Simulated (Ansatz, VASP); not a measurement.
Two plane-wave programs on PdCl4

```
Pd Cl
1.0
     4.23346    0.00000    0.00000
     0.00000    4.23346    0.00000
     0.00000    0.00000    7.15694
Pd Cl
1 4
Cartesian
  0.0000 0.0000 0.0000
  2.1167 0.0000 1.5282
  0.0000 2.1167 5.6287
  2.1167 0.0000 5.6287
  0.0000 2.1167 1.5282
```

Change from the starting cell: ordered vacancies on the cation sites of fluorite (P4/mmm, No. 123).

Alike in both runs: functional PBE; k mesh 10 × 10 × 6; occupations gaussian, width 0.1 eV; no spin polarisation.

Ansatz relaxed the structure, and its values are those at the end. VASP's run is a single point on that final structure, the one shown.

```csv
,VASP,Ansatz
version,VASP 6.6.1,Ansatz 0.2.0
potentials or method,"VASP PAW PBE potentials, release 64 (Pd, Cl), cutoff 520 eV","scalar-relativistic, plane waves, PAW"
valence electrons in the cell,38,46
```

VASP gave:

| Property | Result |
| --- | --- |
| gap on the k mesh at the Fermi level (eV) | none |
| pressure (GPa) | -0.2 |
| rms of the force components (eV/Å) | 0.005 |

Question: Which values does Ansatz return?

Answer: gap on the k mesh at the Fermi level (eV): none; pressure (GPa): 0.0; rms of the force components (eV/Å): 0.000.

A gap of «none» marks a metal or a gap that the smearing closes. The functional is the same, so the differences come from potentials, cutoffs and numerics. VASP's potentials hold 38 valence electrons a cell and Ansatz's 46, so a difference there can come from the potentials and not from the codes.
